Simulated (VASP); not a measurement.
CdS3: single point with PBE

CdS3:

```xyz
4
Lattice="0.0000 3.6537 3.6537 3.6537 0.0000 3.6537 3.6537 3.6537 0.0000" Properties=species:S:1:pos:R:3 pbc="T T T"
Cd    0.0000    0.0000    0.0000
S     1.8269    1.8269    1.8269
S     5.4806    5.4806    5.4806
S     3.6537    3.6537    3.6537
```

```json
{
 "Program": "VASP 6.6.1",
 "Task": "single point",
 "Functional": "PBE",
 "Potentials or basis": "VASP PAW PBE potentials, release 64 (Cd, S)",
 "Cutoff": "500 eV",
 "k mesh": "4 × 4 × 4",
 "Occupations": "gaussian, width 0.1 eV",
 "Spin": "no spin polarisation"
}
```

```json
{"Pressure": "-10.1 GPa", "Band gap on the k mesh": "zero (band 15 reaches 2.09 eV, above the bottom of band 16 at 1.87 eV)"}
```

Levels at points of the mesh, in eV from the Fermi level:
```csv
k point,band 13,band 14,band 15,band 16,band 17,band 18
"(0.00, 0.00, 0.00)",-1.86,-1.86,-0.20,-0.20,-0.20,0.09
"(0.50, 0.00, 0.00)",-1.81,-1.28,0.02,0.50,0.50,2.10
"(0.50, 0.50, 0.00)",-0.24,-0.24,-0.02,0.44,0.44,1.76
```

Run time: 20 s on 1 thread of Intel(R) Xeon(R) Platinum 8488C (Sapphire Rapids), with other jobs on the host, peak memory 0.23 GiB.

Caveat: the k points lie up to 0.37 Å⁻¹ apart.
